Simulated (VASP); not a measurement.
Here is a VASP 6.6.1 calculation.

INCAR

```
ALGO     = Normal         # electronic algorithm
EDIFF    = 1E-6           # SCF threshold, eV
ENCUT    = 520            # plane-wave cutoff, eV
GGA      = PS             # functional
ISIF     = 2              # what is computed and relaxed
ISMEAR   = -1             # smearing method
LASPH    = T              # aspherical terms in the spheres
LCHARG   = F              # write CHGCAR
LREAL    = F              # projectors in reciprocal space
LWAVE    = F              # write WAVECAR
NBANDS   = 30             # bands
NELM     = 100            # most SCF steps
PREC     = Accurate       # precision mode
SIGMA    = 0.1            # smearing width, eV
```

File KPOINTS:

```
k-points
0
Gamma
  14 14 4
```

File POSCAR:

```
Au
1.0
    2.7486450228      0.0000000000      0.0000000000
   -1.3743225114      2.3803964158      0.0000000000
    0.0000000000      0.0000000000      9.1552658962
Au
4
Direct
    0.0000000000      0.0000000000      1.0000000000
    0.0000000000      0.0000000000      0.5000000000
    0.3333333333      0.6666666667      0.2500000000
    0.6666666667      0.3333333333      0.7500000000
```

Potentials or basis: VASP PAW PBE potentials, release 64 (Au).

Launch:

```sh
$ cat potpaw_PBE.64/Au/POTCAR > POTCAR
$ mpirun -np 1 vasp_std > vasp.out
```

Predict the pressure.

31.8 GPa.

What does it give for the band gap on the k mesh?

Zero (band 22 reaches 14.51 eV, above the bottom of band 23 at 9.12 eV).

Stress tensor (GPa, compression positive):
```
32.34  0.00  0.00
 0.00 32.34  0.00
 0.00  0.00 30.72
```

Caveat: the PAW data sets were made with another functional, which shifts forces and pressure a little; spin-orbit coupling is left out, which moves the levels of the heavy elements.
